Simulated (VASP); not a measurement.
# AlCr2C (P6_3/mmc) in VASP: single point with PBE

Aim: the single point of AlCr2C with PBE.

All numbers are computed with VASP 6.6.1; they aren't measurements. Logs are shortened: lines on timing, memory, paths and dates and some standing lists are left out, and cuts for length are marked.

### 1 The cell of the first run

It takes space group P6_3/mmc (No. 194, hexagonal). Conventional cell: a = 2.825 Å, b = 2.825 Å, c = 12.601 Å, α = 90.00°, β = 90.00°, γ = 120.00°. Within 3.5 Å of Al (site symmetry -6m2) lie 6 Cr at 2.64 Å and 6 Al at 2.83 Å. Cr (site symmetry 3m) has 3 C at 1.95 Å within 2.6 Å. Within 2.6 Å of C (site symmetry -3m) lie 6 Cr at 1.95 Å.

### 2 Single point, PBE

INCAR

```
ALGO = Normal ; EDIFF = 1E-6
ENCUT = 520 ; GGA = PE
ISIF = 2 ; ISMEAR = 0
LASPH = True ; LCHARG = True
LELF = True ; LREAL = False
LVHAR = True ; LWAVE = False
NBANDS = 41 ; NELM = 80
PREC = Accurate ; SIGMA = 0.05
```

KPOINTS

```
k-points
0
Gamma
  18 18 4
```

POSCAR

```
AlCr2C
1.0
    2.8251010600      0.0000000000      0.0000000000
   -1.4125505300      2.4466092900      0.0000000000
    0.0000000000      0.0000000000     12.6013736800
Al Cr C
2 4 2
Direct
    0.6666666700      0.3333333300      0.2500000000
    0.3333333300      0.6666666700      0.7500000000
    0.3333333300      0.6666666700      0.4149411600
    0.6666666700      0.3333333300      0.9149411600
    0.6666666700      0.3333333300      0.5850588400
    0.3333333300      0.6666666700      0.0850588400
    0.0000000000      0.0000000000      0.5000000000
    0.0000000000      0.0000000000      0.0000000000
```

Potentials or basis: VASP PAW PBE potentials, release 64 (Al, Cr_pv, C).

The run is started by

```sh
cat potpaw_PBE.64/Al/POTCAR potpaw_PBE.64/Cr_pv/POTCAR potpaw_PBE.64/C/POTCAR > POTCAR
mpirun -np 1 vasp_std > vasp.out
```

OUTCAR:

```text
EDIFF = 1E-6
   ENCUT = 520
   GGA = PE
   ISIF = 2
   ISMEAR = 0
   LASPH = True
   LREAL = False
   NELM = 80
   PREC = Accurate

 ion  position               nearest neighbor table
   1  0.667  0.333  0.250-   3 2.64   6 2.64   3 2.64   6 2.64   3 2.64   6 2.64
   2  0.333  0.667  0.750-   4 2.64   5 2.64   4 2.64   5 2.64   4 2.64   5 2.64
   3  0.333  0.667  0.415-   7 1.95   7 1.95   7 1.95   1 2.64   1 2.64   1 2.64   5 2.69   5 2.69
                             5 2.69
   4  0.667  0.333  0.915-   8 1.95   8 1.95   8 1.95   2 2.64   2 2.64   2 2.64   6 2.69   6 2.69
                             6 2.69
   5  0.667  0.333  0.585-   7 1.95   7 1.95   7 1.95   2 2.64   2 2.64   2 2.64   3 2.69   3 2.69
                             3 2.69
   6  0.333  0.667  0.085-   8 1.95   8 1.95   8 1.95   1 2.64   1 2.64   1 2.64   4 2.69   4 2.69
                             4 2.69
   7  0.000  0.000  0.500-   3 1.95   5 1.95   5 1.95   3 1.95   5 1.95   3 1.95
   8  0.000  0.000  0.000-   4 1.95   6 1.95   4 1.95   6 1.95   4 1.95   6 1.95

  LATTYP: Found a hexagonal cell.
 ALAT       =     2.8251010600
 C/A-ratio  =     4.4605036819

  Lattice vectors:

 A1 = (   2.8251010600,   0.0000000000,   0.0000000000)
 A2 = (  -1.4125505300,   2.4466092900,   0.0000000000)
 A3 = (   0.0000000000,   0.0000000000,  12.6013736800)

Analysis of symmetry for initial positions (statically):
=====================================================================
 Subroutine PRICEL returns:
 Original cell was already a primitive cell.

 Routine SETGRP: Setting up the symmetry group for a
 hexagonal supercell.

 Subroutine GETGRP returns: Found 24 space group operations
 (whereof 12 operations were pure point group operations)
 out of a pool of 24 trial point group operations.

The static configuration has the point symmetry D_3d.
 The point group associated with its full space group is D_6h.

Analysis of symmetry for dynamics (positions and initial velocities):
=====================================================================
 Subroutine PRICEL returns:
 Original cell was already a primitive cell.

 Routine SETGRP: Setting up the symmetry group for a
 hexagonal supercell.

 Subroutine GETGRP returns: Found 24 space group operations
 (whereof 12 operations were pure point group operations)
 out of a pool of 24 trial point group operations.

The dynamic configuration has the point symmetry D_3d.
 The point group associated with its full space group is D_6h.

 Subroutine INISYM returns: Found 24 space group operations
 (whereof 12 operations are pure point group operations),
 and found     1 'primitive' translations

----------------------------------------------------------------------------------------

                                     Primitive cell

  volume of cell :      87.0997

  direct lattice vectors                    reciprocal lattice vectors
     2.825101060  0.000000000  0.000000000     0.353969638  0.204364466  0.000000000
    -1.412550530  2.446609290  0.000000000     0.000000000  0.408728931  0.000000000
     0.000000000  0.000000000 12.601373680     0.000000000  0.000000000  0.079356428

  length of vectors
     2.825101060  2.825101063 12.601373680     0.408728932  0.408728931  0.079356428

  position of ions in fractional coordinates (direct lattice)
     0.666666670  0.333333330  0.250000000
     0.333333330  0.666666670  0.750000000
     0.333333330  0.666666670  0.414941160
     0.666666670  0.333333330  0.914941160
     0.666666670  0.333333330  0.585058840
     0.333333330  0.666666670  0.085058840
     0.000000000  0.000000000  0.500000000
     0.000000000  0.000000000  0.000000000

  ion indices of the primitive-cell ions
   primitive index   ion index
                 1           1
                 2           2
                 3           3
                 4           4
                 5           5
                 6           6
                 7           7
                 8           8

----------------------------------------------------------------------------------------

 KPOINTS: k-points

Automatic generation of k-mesh.
 Grid dimensions read from file:
 generate k-points for:   18   18    4

 Generating k-lattice:

  Cartesian coordinates                     Fractional coordinates (reciprocal lattice)
     0.019664980  0.011353581  0.000000000     0.055555556 -0.000000000  0.000000000
     0.000000000  0.022707163  0.000000000     0.000000000  0.055555556  0.000000000
     0.000000000  0.000000000  0.019839107     0.000000000  0.000000000  0.250000000

  Length of vectors
     0.022707163  0.022707163  0.019839107

  Shift w.r.t. Gamma in fractional coordinates (k-lattice)
     0.000000000  0.000000000  0.000000000

 Subroutine IBZKPT returns following result:
 ===========================================

 Found    111 irreducible k-points:

 Following reciprocal coordinates:
            Coordinates               Weight
  0.000000  0.000000  0.000000      1.000000
  0.055556  0.000000  0.000000      6.000000
  0.111111  0.000000  0.000000      6.000000
  0.166667  0.000000  0.000000      6.000000
  0.222222  0.000000  0.000000      6.000000
  0.277778  0.000000  0.000000      6.000000
[... 16 lines left out ...]
  0.333333  0.111111  0.000000     12.000000
  0.388889  0.111111  0.000000     12.000000
 [... further k-points ...]
   k-points           NKPTS =    111   k-points in BZ     NKDIM =    111   number of bands    NBANDS=     41
   number of dos      NEDOS =    301   number of ions     NIONS =      8
   total plane-waves  NPLWV =  55296
   dimension x,y,z NGX =    24 NGY =   24 NGZ =   96
   dimension x,y,z NGXF=    48 NGYF=   48 NGZF=  192
   ions per type =               2   4   2
   NGX,Y,Z   is equivalent  to a cutoff of  14.12, 14.12, 12.66 a.u.
   NGXF,Y,Z  is equivalent  to a cutoff of  28.25, 28.25, 25.33 a.u.
 SYSTEM =  unknown system
   PREC   = accura    normal or accurate (medium, high low for compatibility)
   ISTART =      0    job   : 0-new  1-cont  2-samecut
   ICHARG =      2    charge: 1-file 2-atom 10-const
   ISPIN  =      1    spin polarized calculation?
   LNONCOLLINEAR =      F non collinear calculations
   LSORBIT =      F    spin-orbit coupling
   LASPH  =      T    aspherical Exc in radial PAW
   ENCUT  =  520.0 eV  38.22 Ry    6.18 a.u.   5.25  5.25 23.43*2*pi/ulx,y,z
   NELM   =     80;   NELMIN=  2; NELMDL= -5     # of ELM steps
   EDIFF  = 0.1E-05   stopping-criterion for ELM
   LREAL  =      F    real-space projection
   EDIFFG = 0.1E-04   stopping-criterion for IOM
   NSW    =      0    number of steps for IOM
   IBRION =     -1    ionic relax: 0-MD 1-quasi-New 2-CG
   NFREE  =      0    steps in history (QN), initial steepest desc. (CG)
   ISIF   =      2    stress and relaxation
   ISYM   =      2    0-nonsym 1-usesym 2-fastsym
   POTIM  = 0.5000    time-step for ionic-motion
   TEBEG  =    0.0;   TEEND  =   0.0 temperature during run
   PSTRESS=    0.0 pullay stress
   NELECT =      62.0000    total number of electrons
   NUPDOWN=      -1.0000    fix difference up-down
   EMIN   =  10.00;   EMAX   =-10.00  energy-range for DOS
   EFERMI =   0.00;   METHOD = LEGACY
   ISMEAR =     0;   SIGMA  =   0.05  broadening in eV -4-tet -1-fermi 0-gaus
   EFERMI_NEDOS =   21; number of points for ismear=-14 and -15
   IALGO  =     38    algorithm
   IMIX   =      4    mixing-type and parameters
     AMIX     =   0.40;   BMIX     =  1.00
     AMIX_MAG =   1.60;   BMIX_MAG =  1.00
  volume/ion in A,a.u.               =      10.89        73.47
  Fermi-wavevector in a.u.,A,eV,Ry     =   1.461728  2.762265 29.070870  2.136649
  Thomas-Fermi vector in A             =   2.578025
   LORBIT       =      0    0 simple, 1 ext, 2 COOP (PROOUT), +10 PAW based schemes
   GGA     = PE    functional components
   LHFCALC =     F    Hartree Fock is set to
   AEXX    =    0.0000 exact exchange contribution
   IVDW    =     0    specifies the selected vdW correction
   LEPSILON=     F    determine dielectric tensor
   LRPA    =     F    only Hartree local field effects (RPA)
 non-spin polarized calculation
 Gauss-broadening in eV      SIGMA  =   0.05
  energy-cutoff  :      520.00
  volume of cell :       87.10
 maximum number of plane-waves:      2388
 NGX is ok and might be reduce to    24
   NGX = 11   NGY = 11   NGZ = 47

 number of electron      61.9999977 magnetization

 Free energy of the ion-electron system (eV)
  ---------------------------------------------------
  ext. energy  EPLUGINS =         0.00000000
  ---------------------------------------------------
  free energy    TOTEN  =       -65.47441673 eV

  energy without entropy =      -65.46713277  energy(sigma->0) =      -65.47077475

 E-fermi :  10.1862     XC(G=0): -12.5565

 val. band max:       10.1829464539   @ k =   0.3889   0.0556   0.5000
 cond. band min:      10.1862389776   @ k =   0.2778   0.1667   0.2500
 fundamental gap:      0.0032925237
 Fermi energy:        10.1862240918

 k-point     1 :       0.0000    0.0000    0.0000
  band No.  band energies     occupation
      1     -33.2297      2.00000
      2     -33.2281      2.00000
      3     -33.0067      2.00000
      4     -33.0067      2.00000
      5     -33.0067      2.00000
      6     -33.0067      2.00000
[... 33 lines left out ...]
     40      13.5656      0.00000
     41      15.3636      0.00000

 k-point     2 :       0.0556    0.0000    0.0000
  band No.  band energies     occupation
      1     -33.2277      2.00000
      2     -33.2261      2.00000
      3     -33.0175      2.00000
      4     -33.0174      2.00000
      5     -33.0098      2.00000
      6     -33.0098      2.00000
[... 33 lines left out ...]
     40      13.6544      0.00000
     41      15.3951      0.00000

 k-point     3 :       0.1111    0.0000    0.0000
  band No.  band energies     occupation
      1     -33.2224      2.00000
      2     -33.2209      2.00000
      3     -33.0468      2.00000
      4     -33.0466      2.00000
      5     -33.0186      2.00000
      6     -33.0186      2.00000
[... 875 lines left out ...]
      2     -33.2867      2.00000
      3     -33.2447      2.00000
      4     -33.2444      2.00000
      5     -33.1118      2.00000
      6     -33.1116      2.00000
[... 33 lines left out ...]
     40      13.0495      0.00000
     41      13.1764      0.00000

 k-point    24 :       0.3889    0.1111    0.0000
  band No.  band energies     occupation
      1     -33.3076      2.00000
      2     -33.3073      2.00000
      3     -33.2608      2.00000
      4     -33.2605      2.00000
      5     -33.1184      2.00000
      6     -33.1183      2.00000
[... 33 lines left out ...]
     40      12.7900      0.00000
     41      13.1283      0.00000

 [... further k-points ...]
[... 5 lines left out ...]
  --------------------------------------------------------------------------------------
  -------------------------------------------------------------------------------------
  Total        1.8939983      1.8939983      2.2124640      0.0000000      0.0000000     -0.0000000
  in kB       34.8396407     34.8396408     40.6977400      0.0000000      0.0000000     -0.0000000
  external PRESSURE =      36.7923405 kB  Pullay stress =       0.0000000 kB

 VOLUME and BASIS-vectors are now :
 -----------------------------------------------------------------------------
  energy-cutoff  :      520.00
  volume of cell :       87.10
      direct lattice vectors                 reciprocal lattice vectors
     2.825101060  0.000000000  0.000000000     0.353969638  0.204364466  0.000000000
    -1.412550530  2.446609290  0.000000000     0.000000000  0.408728931  0.000000000
     0.000000000  0.000000000 12.601373680     0.000000000  0.000000000  0.079356428

 POSITION                                       TOTAL-FORCE (eV/Angst)
 -----------------------------------------------------------------------------------
      1.41255      0.81554      3.15034        -0.000000     -0.000000      0.000000
     -0.00000      1.63107      9.45103        -0.000000     -0.000000      0.000000
     -0.00000      1.63107      5.22883         0.000000      0.000000      0.002705
      1.41255      0.81554     11.52952        -0.000000      0.000000      0.002705
      1.41255      0.81554      7.37255         0.000000      0.000000     -0.002705
     -0.00000      1.63107      1.07186         0.000000     -0.000000     -0.002705
      0.00000      0.00000      6.30069        -0.000000     -0.000000      0.000000
      0.00000      0.00000      0.00000        -0.000000     -0.000000      0.000000
 -----------------------------------------------------------------------------------
    total drift:                               -0.000008      0.000005     -0.000000

  FREE ENERGIE OF THE ION-ELECTRON SYSTEM (eV)
  ---------------------------------------------------
  free  energy   TOTEN  =       -65.4744167267 eV

  energy  without entropy=      -65.4671327746  energy(sigma->0) =      -65.47077475
```

Run time: 5.2 min. Hardware: 1 thread of Intel Xeon Platinum 8559C (Emerald Rapids), shared host; peak memory 0.45 GiB.

Results:

* Free energy: -65.4744 eV
* Pressure: 3.7 GPa
* Band gap on the k mesh: zero (band 31 reaches 10.58 eV, above the bottom of band 32 at 9.73 eV)

Forces on the atoms (eV/Å):
```
Al   0.000  0.000  0.000
Al   0.000  0.000  0.000
Cr   0.000  0.000  0.003
Cr   0.000  0.000  0.003
Cr   0.000  0.000 -0.003
Cr   0.000  0.000 -0.003
C    0.000  0.000  0.000
C    0.000  0.000  0.000
```

Stress tensor (GPa, compression positive):
```
3.48 0.00 0.00
0.00 3.48 0.00
0.00 0.00 4.07
```

Levels at points of the mesh, in eV from the Fermi level:
```csv
k point,band 27,band 28,band 29,band 30,band 31,band 32,band 33,band 34,band 35,band 36
"(0.00, 0.00, 0.00)",-1.07,-1.07,-1.06,-1.06,-0.24,-0.24,-0.20,-0.20,0.58,0.58
"(0.50, 0.00, 0.00)",-2.04,-2.00,0.12,0.28,0.39,0.42,0.83,0.85,1.22,1.24
"(0.00, 0.00, 0.50)",-1.07,-1.07,-1.07,-1.07,-0.22,-0.22,-0.22,-0.22,0.61,0.61
"(0.50, 0.00, 0.50)",-2.02,-2.02,0.28,0.28,0.33,0.33,0.84,0.84,1.23,1.23
```

Spin polarisation is off, so any magnetic state and its effect on volume and gap are missing.
